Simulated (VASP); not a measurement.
# Sn5C (P3m1) in VASP: further runs

Sn5C is run at these levels: PBE; tasks: relaxation of cell and atoms, single point.

Everything below comes from runs of VASP 6.6.1. Logs are shortened: lines on timing, memory, paths and dates and some standing lists are left out, and cuts for length are marked.

## 1. The cell of the first run

The structure is trigonal, space group P3m1 (No. 156). The conventional cell has a = 4.197 Å, b = 4.197 Å, c = 10.280 Å, α = 90.00°, β = 90.00°, γ = 120.00°. C (site symmetry 3m) has 4 Sn at 2.57 Å within 3.4 Å. Within 3.4 Å of Sn (site symmetry 3m) lie 4 Sn at 2.57 Å. Within 3.4 Å of Sn (site symmetry 3m) lie 4 Sn at 2.57 Å. Sn (site symmetry 3m) has 3 C at 2.57 Å and 1 Sn at 2.57 Å within 3.4 Å. Sn (site symmetry 3m) has 4 Sn at 2.57 Å within 3.4 Å. Within 3.4 Å of Sn (site symmetry 3m) lie 3 Sn at 2.57 Å and 1 C at 2.57 Å.

## 2. Relaxation of cell and atoms, PBE

INCAR reads:

```
ALGO = Normal
EDIFF = 1E-6
EDIFFG = -0.005
ENCUT = 600
GGA = PE
IBRION = 2
ISIF = 3
ISMEAR = -1
LASPH = T
LCHARG = F
LREAL = F
LWAVE = F
NELM = 80
NSW = 80
PREC = Accurate
SIGMA = 0.02
```

KPOINTS reads:

```
k-points
0
Gamma
  6 6 2
```

POSCAR reads:

```
Sn5C
1.0
    4.1967924260      0.0000000000      0.0000000000
   -2.0983962130      3.6345288553      0.0000000000
    0.0000000000      0.0000000000     10.2800000000
C Sn
1 5
Direct
    0.0000000000      0.0000000000      0.0000000000
    0.6666666667      0.3333333333      0.6666666667
    0.3333333333      0.6666666667      0.3333333333
    0.6666666667      0.3333333333      0.9166666667
    0.3333333333      0.6666666667      0.5833333333
    0.0000000000      0.0000000000      0.2500000000
```

Potentials or basis: VASP PAW PBE potentials, release 64 (C, Sn_d).

Launch:

```bash
$ cat potpaw_PBE.64/C/POTCAR potpaw_PBE.64/Sn_d/POTCAR > POTCAR
$ mpirun -np 1 vasp_std > vasp.out
```

OUTCAR:

```text
EDIFF = 1E-6
   EDIFFG = -0.005
   ENCUT = 600
   GGA = PE
   IBRION = 2
   ISIF = 3
   ISMEAR = -1
   LASPH = T
   LREAL = F
   NELM = 80
   NSW = 80
   PREC = Accurate

 ion  position               nearest neighbor table
   1  0.000  0.000  0.000-   4 2.57   6 2.57   4 2.57   4 2.57
   2  0.667  0.333  0.667-   4 2.57   5 2.57   5 2.57   5 2.57
   3  0.333  0.667  0.333-   6 2.57   5 2.57   6 2.57   6 2.57
   4  0.667  0.333  0.917-   1 2.57   2 2.57   1 2.57   1 2.57
   5  0.333  0.667  0.583-   3 2.57   2 2.57   2 2.57   2 2.57
   6  0.000  0.000  0.250-   3 2.57   1 2.57   3 2.57   3 2.57

  LATTYP: Found a hexagonal cell.
 ALAT       =     4.1967924260
 C/A-ratio  =     2.4494897428

  Lattice vectors:

 A1 = (   4.1967924260,   0.0000000000,   0.0000000000)
 A2 = (  -2.0983962130,   3.6345288553,   0.0000000000)
 A3 = (   0.0000000000,   0.0000000000,  10.2800000000)

Analysis of symmetry for initial positions (statically):
=====================================================================
 Subroutine PRICEL returns:
 Original cell was already a primitive cell.

 Routine SETGRP: Setting up the symmetry group for a
 hexagonal supercell.

 Subroutine GETGRP returns: Found  6 space group operations
 (whereof  6 operations were pure point group operations)
 out of a pool of 24 trial point group operations.

The static configuration has the point symmetry C_3v.

Analysis of symmetry for dynamics (positions and initial velocities):
=====================================================================
 Subroutine PRICEL returns:
 Original cell was already a primitive cell.

 Routine SETGRP: Setting up the symmetry group for a
 hexagonal supercell.

 Subroutine GETGRP returns: Found  6 space group operations
 (whereof  6 operations were pure point group operations)
 out of a pool of 24 trial point group operations.

The dynamic configuration has the point symmetry C_3v.

 Subroutine INISYM returns: Found  6 space group operations
 (whereof  6 operations are pure point group operations),
 and found     1 'primitive' translations

----------------------------------------------------------------------------------------

                                     Primitive cell

  volume of cell :     156.8046

  direct lattice vectors                    reciprocal lattice vectors
     4.196792426  0.000000000  0.000000000     0.238277212  0.137569413  0.000000000
    -2.098396213  3.634528855  0.000000000     0.000000000  0.275138825  0.000000000
     0.000000000  0.000000000 10.280000000     0.000000000  0.000000000  0.097276265

  length of vectors
     4.196792426  4.196792426 10.280000000     0.275138825  0.275138825  0.097276265

  position of ions in fractional coordinates (direct lattice)
     0.000000000  0.000000000  0.000000000
     0.666666667  0.333333333  0.666666667
     0.333333333  0.666666667  0.333333333
     0.666666667  0.333333333  0.916666667
     0.333333333  0.666666667  0.583333333
     0.000000000  0.000000000  0.250000000

  ion indices of the primitive-cell ions
   primitive index   ion index
                 1           1
                 2           2
                 3           3
                 4           4
                 5           5
                 6           6

----------------------------------------------------------------------------------------

 KPOINTS: k-points

Automatic generation of k-mesh.
 Grid dimensions read from file:
 generate k-points for:    6    6    2

 Generating k-lattice:

  Cartesian coordinates                     Fractional coordinates (reciprocal lattice)
     0.039712869  0.022928235  0.000000000     0.166666667 -0.000000000  0.000000000
     0.000000000  0.045856471  0.000000000     0.000000000  0.166666667  0.000000000
     0.000000000  0.000000000  0.048638132     0.000000000  0.000000000  0.500000000

  Length of vectors
     0.045856471  0.045856471  0.048638132

  Shift w.r.t. Gamma in fractional coordinates (k-lattice)
     0.000000000  0.000000000  0.000000000

 Subroutine IBZKPT returns following result:
 ===========================================

 Found     14 irreducible k-points:

 Following reciprocal coordinates:
            Coordinates               Weight
  0.000000  0.000000  0.000000      1.000000
  0.166667 -0.000000  0.000000      6.000000
  0.333333 -0.000000  0.000000      6.000000
  0.500000  0.000000  0.000000      3.000000
  0.166667  0.166667  0.000000      6.000000
  0.333333  0.166667  0.000000     12.000000
  0.333333  0.333333  0.000000      2.000000
  0.000000  0.000000  0.500000      1.000000
  0.166667 -0.000000  0.500000      6.000000
  0.333333 -0.000000  0.500000      6.000000
  0.500000  0.000000  0.500000      3.000000
  0.166667  0.166667  0.500000      6.000000
  0.333333  0.166667  0.500000     12.000000
  0.333333  0.333333  0.500000      2.000000
   k-points           NKPTS =     14   k-points in BZ     NKDIM =     14   number of bands    NBANDS=     44
   number of dos      NEDOS =    301   number of ions     NIONS =      6
   total plane-waves  NPLWV = 108864
   dimension x,y,z NGX =    36 NGY =   36 NGZ =   84
   dimension x,y,z NGXF=    72 NGYF=   72 NGZF=  168
   ions per type =               1   5
   NGX,Y,Z   is equivalent  to a cutoff of  14.26, 14.26, 13.58 a.u.
   NGXF,Y,Z  is equivalent  to a cutoff of  28.52, 28.52, 27.17 a.u.
 SYSTEM =  unknown system
   PREC   = accura    normal or accurate (medium, high low for compatibility)
   ISTART =      0    job   : 0-new  1-cont  2-samecut
   ICHARG =      2    charge: 1-file 2-atom 10-const
   ISPIN  =      1    spin polarized calculation?
   LNONCOLLINEAR =      F non collinear calculations
   LSORBIT =      F    spin-orbit coupling
   LASPH  =      T    aspherical Exc in radial PAW
   ENCUT  =  600.0 eV  44.10 Ry    6.64 a.u.   8.38  8.38 20.53*2*pi/ulx,y,z
   NELM   =     80;   NELMIN=  2; NELMDL= -5     # of ELM steps
   EDIFF  = 0.1E-05   stopping-criterion for ELM
   LREAL  =      F    real-space projection
   EDIFFG = -.5E-02   stopping-criterion for IOM
   NSW    =     80    number of steps for IOM
   IBRION =      2    ionic relax: 0-MD 1-quasi-New 2-CG
   NFREE  =      1    steps in history (QN), initial steepest desc. (CG)
   ISIF   =      3    stress and relaxation
   ISYM   =      2    0-nonsym 1-usesym 2-fastsym
   POTIM  = 0.5000    time-step for ionic-motion
   TEBEG  =    0.0;   TEEND  =   0.0 temperature during run
   PSTRESS=    0.0 pullay stress
   NELECT =      74.0000    total number of electrons
   NUPDOWN=      -1.0000    fix difference up-down
   EMIN   =  10.00;   EMAX   =-10.00  energy-range for DOS
   EFERMI =   0.00;   METHOD = LEGACY
   ISMEAR =    -1;   SIGMA  =   0.02  broadening in eV -4-tet -1-fermi 0-gaus
   EFERMI_NEDOS =   21; number of points for ismear=-14 and -15
   IALGO  =     38    algorithm
   IMIX   =      4    mixing-type and parameters
     AMIX     =   0.40;   BMIX     =  1.00
     AMIX_MAG =   1.60;   BMIX_MAG =  1.00
  volume/ion in A,a.u.               =      26.13       176.36
  Fermi-wavevector in a.u.,A,eV,Ry     =   1.274576  2.408600 22.103272  1.624545
  Thomas-Fermi vector in A             =   2.407337
   LORBIT       =      0    0 simple, 1 ext, 2 COOP (PROOUT), +10 PAW based schemes
   GGA     = PE    functional components
   LHFCALC =     F    Hartree Fock is set to
   AEXX    =    0.0000 exact exchange contribution
   IVDW    =     0    specifies the selected vdW correction
   LEPSILON=     F    determine dielectric tensor
   LRPA    =     F    only Hartree local field effects (RPA)
 conjugate gradient relaxation of ions
 non-spin polarized calculation
  energy-cutoff  :      600.00
  volume of cell :      156.80
 maximum number of plane-waves:      5291
 NGX is ok and might be reduce to    36
   NGX = 17   NGY = 17   NGZ = 41

--------------------------------------- Ionic step        1  -------------------------------------------

 number of electron      73.9999976 magnetization

 Free energy of the ion-electron system (eV)
  ---------------------------------------------------
  ext. energy  EPLUGINS =         0.00000000
  ---------------------------------------------------
  free energy    TOTEN  =       -22.27760475 eV

  energy without entropy =      -22.27678561  energy(sigma->0) =      -22.27719518

------------------------ aborting loop because EDIFF is reached ----------------------------------------

  FORCE on cell =-STRESS in cart. coord.  units (eV):
  Direction    XX          YY          ZZ          XY          YZ          ZX
  --------------------------------------------------------------------------------------
  -------------------------------------------------------------------------------------
  Total       12.6087061     12.6087061     11.7997592      0.0000000      0.0000000      0.0000000
  in kB      128.8315941    128.8315941    120.5660410      0.0000000      0.0000000      0.0000000
  external PRESSURE =     126.0764097 kB  Pullay stress =       0.0000000 kB
[... 65 lines left out ...]
  energy  without entropy=      -23.8191565790  energy(sigma->0) =      -23.82002189

--------------------------------------- Ionic step        3  -------------------------------------------

 number of electron      74.0000019 magnetization

 E-fermi :   4.6611     XC(G=0):  -8.7180

 val. band max:        4.5764429132   @ k =   0.1667  -0.0000   0.5000
 cond. band min:       4.7038828163   @ k =   0.0000   0.0000   0.0000
 fundamental gap:      0.1274399030
 Fermi energy:         4.6610753954

 k-point     1 :       0.0000    0.0000    0.0000
  band No.  band energies     occupation
      1     -16.9616      2.00000
      2     -16.9616      2.00000
      3     -16.8878      2.00000
      4     -16.8641      2.00000
      5     -16.8476      2.00000
      6     -16.8476      2.00000
[... 680 lines left out ...]
  FREE ENERGIE OF THE ION-ELECTRON SYSTEM (eV)
  ---------------------------------------------------
  free  energy   TOTEN  =       -23.9878170624 eV

  energy  without entropy=      -23.9873101353  energy(sigma->0) =      -23.98756360

[... ionic steps 4 to 20 ...]

--------------------------------------- Ionic step       21  -------------------------------------------

 number of electron      74.0000011 magnetization

------------------------ aborting loop because EDIFF is reached ----------------------------------------

  FORCE on cell =-STRESS in cart. coord.  units (eV):
  Direction    XX          YY          ZZ          XY          YZ          ZX
  --------------------------------------------------------------------------------------
  -------------------------------------------------------------------------------------
  Total        0.0160445      0.0160445      0.0123214      0.0000000      0.0000000     -0.0000000
  in kB        0.1447562      0.1447562      0.1111656      0.0000000      0.0000000     -0.0000000
  external PRESSURE =       0.1335593 kB  Pullay stress =       0.0000000 kB
[... 65 lines left out ...]
  energy  without entropy=      -24.8237911733  energy(sigma->0) =      -24.82512295

--------------------------------------- Ionic step       23  -------------------------------------------

 number of electron      74.0000011 magnetization

 Free energy of the ion-electron system (eV)
  ---------------------------------------------------
  ext. energy  EPLUGINS =         0.00000000
  ---------------------------------------------------
  free energy    TOTEN  =       -24.82645425 eV

  energy without entropy =      -24.82379219  energy(sigma->0) =      -24.82512322

 E-fermi :   5.6196     XC(G=0):  -9.1138

 val. band max:        5.6181309425   @ k =   0.3333  -0.0000   0.5000
 cond. band min:       5.7277770830   @ k =   0.0000   0.0000   0.0000
 fundamental gap:      0.1096461405
 Fermi energy:         5.6195642192

 k-point     1 :       0.0000    0.0000    0.0000
  band No.  band energies     occupation
      1     -16.0990      2.00000
      2     -16.0990      2.00000
      3     -16.0973      2.00000
      4     -16.0301      2.00000
      5     -16.0301      2.00000
      6     -16.0001      2.00000
[... 680 lines left out ...]
  FREE ENERGIE OF THE ION-ELECTRON SYSTEM (eV)
  ---------------------------------------------------
  free  energy   TOTEN  =       -24.8264542460 eV

  energy  without entropy=      -24.8237921907  energy(sigma->0) =      -24.82512322

 reached required accuracy - stopping structural energy minimisation
```

Wall time 16 min (1 thread of Intel Xeon 6975P-C (Granite Rapids), shared host); peak memory 0.38 GiB.

What came out:

- Free energy: -24.8265 eV
- Relaxed volume: 29.60 Å³/atom
- Relaxed cell: a = 4.299 Å, b = 4.299 Å, c = 11.096 Å, α = 90.00°, β = 90.00°, γ = 120.00°
- Space group after relaxing (to 0.1 Å): P3m1 (No. 156)
- Energy gained by relaxing: 424.8 meV/atom
- Ionic steps: 23
- Pressure after relaxing: 0.0 GPa
- Largest force after relaxing: 0.004 eV/Å
- Band gap on the k mesh: zero (bands 37 and 38 overlap by 1.13 eV)

Forces in eV/Å, atoms in the order of the input:
```
C    0.000  0.000  0.000
Sn   0.000  0.000  0.001
Sn   0.000  0.000  0.002
Sn   0.000  0.000 -0.002
Sn   0.000  0.000  0.003
Sn   0.000  0.000 -0.004
```

The path:
```
step  energy change (eV)  largest force (eV/Å)  pressure (GPa)  volume (Å³)
   1              0.0000                4.3257           12.61       156.80
   2             -1.5433                1.3161           -4.22       208.26
   3             -1.7102                1.8188           -1.81       192.71
   4             -2.0377                1.4752           -1.24       187.56
   5             -2.2966                1.3337            2.00       175.80
   6             -2.3269                0.8294            0.40       180.01
   7             -2.3394                0.8463            0.84       178.64
   8             -2.4638                0.7167           -0.06       180.93
   9             -2.4767                0.6699           -0.37       181.93
  10             -2.5335                0.2375           -0.34       180.44
  11             -2.5384                0.2503           -0.34       179.93
  12             -2.5457                0.1616            0.08       176.92
  13             -2.5477                0.0807           -0.05       177.87
  14             -2.5484                0.0457            0.05       177.50
  15             -2.5485                0.0353            0.08       177.38
  16             -2.5488                0.0261           -0.04       177.76
  17             -2.5488                0.0291           -0.03       177.71
  18             -2.5488                0.0120           -0.01       177.65
  19             -2.5488                0.0116           -0.02       177.65
  20             -2.5488                0.0050            0.03       177.53
  21             -2.5488                0.0078            0.01       177.58
  22             -2.5488                0.0084            0.01       177.62
  23             -2.5488                0.0039            0.02       177.61
```

Final structure:
```
CELL_PARAMETERS angstrom
4.29918 0.00000 0.00000
-2.14959 3.72320 0.00000
0.00000 0.00000 11.09591
ATOMIC_POSITIONS crystal
C 0.00000 0.00000 0.00153
Sn 0.66667 0.33333 0.69382
Sn 0.33333 0.66667 0.32044
Sn 0.66667 0.33333 0.95766
Sn 0.33333 0.66667 0.57687
Sn 0.00000 0.00000 0.19968
```

Levels at points of the mesh, in eV from the Fermi level:
```tsv
k point	band 34	band 35	band 36	band 37	band 38	band 39	band 40	band 41
(0.00, 0.00, 0.00)	-0.64	0.11	0.11	0.76	0.85	0.85	2.01	2.82
(0.50, 0.00, 0.00)	-2.73	-2.39	-1.24	-0.84	0.24	0.59	1.47	1.63
(0.00, 0.00, 0.50)	-1.20	0.23	0.23	0.65	0.65	1.60	1.90	2.50
(0.50, 0.00, 0.50)	-2.71	-1.43	-1.34	-0.61	-0.36	0.71	1.58	1.99
```

Caveat: spin-orbit coupling is left out, which moves the levels of the heavy elements.

## 3. Single point, PBE

This run uses another cell than the first one, of 28.70 Å³/atom.

INCAR reads:

```
SYSTEM = Sn5C
  PREC = Accurate
  ENCUT = 520
  EDIFF = 1E-6
  ISMEAR = -1
  SIGMA = 0.02
  LREAL = .False.
  LASPH = .True.
  NELM = 100
  ALGO = Normal
  ISIF = 2
  LWAVE = .False.
  LCHARG = .True.
  GGA = PE
  LELF = .True.
  LVHAR = .True.
  NBANDS = 46
```

KPOINTS reads:

```
regular mesh
0
Gamma
  12 12 2
  0 0 0
```

POSCAR reads:

```
Sn5C
1.0
    4.2756127954      0.0000000000      0.0000000000
   -2.1378063977      3.7027892975      0.0000000000
    0.0000000000      0.0000000000     10.8769245429
C Sn
1 5
Direct
    0.0000000000      0.0000000000      0.0017703715
    0.6666666667      0.3333333333      0.6914715075
    0.3333333333      0.6666666667      0.3205279156
    0.6666666667      0.3333333333      0.9560338831
    0.3333333333      0.6666666667      0.5776460354
    0.0000000000      0.0000000000      0.2025502870
```

Potentials or basis: VASP PAW PBE potentials, release 64 (C, Sn_d).

Launch:

```bash
$ cat potpaw_PBE.64/C/POTCAR potpaw_PBE.64/Sn_d/POTCAR > POTCAR
$ mpirun -np 1 vasp_std > vasp.out
```

Wall time 2.8 min (1 thread of Intel Xeon 6975P-C (Granite Rapids), shared host); peak memory 0.39 GiB.

It converged, with:

```yaml
Free_energy: -24.7918 eV
Pressure: 1.6 GPa
Largest_force: 0.123 eV/Å
Band_gap_on_the_k_mesh: zero (bands 37 and 38 overlap by 1.17 eV)
```

Forces on the atoms (eV/Å):
```
C    0.000  0.000 -0.053
Sn   0.000  0.000  0.041
Sn   0.000  0.000 -0.030
Sn   0.000  0.000 -0.096
Sn   0.000  0.000  0.017
Sn   0.000  0.000  0.123
```

Stress tensor (GPa, compression positive):
```
1.44 0.00 0.00
0.00 1.44 0.00
0.00 0.00 1.91
```

Levels at points of the mesh, in eV from the Fermi level:
```csv
k point,band 35,band 36,band 37,band 38,band 39,band 40
"(0.00, 0.00, 0.00)",0.07,0.07,0.86,0.86,1.01,2.05
"(0.50, 0.00, 0.00)",-2.43,-1.31,-0.88,0.19,0.68,1.62
"(0.00, 0.00, 0.50)",0.19,0.19,0.65,0.65,1.75,2.03
"(0.50, 0.00, 0.50)",-1.52,-1.35,-0.64,-0.30,0.75,1.73
```

Caveat: spin-orbit coupling is left out, which moves the levels of the heavy elements.
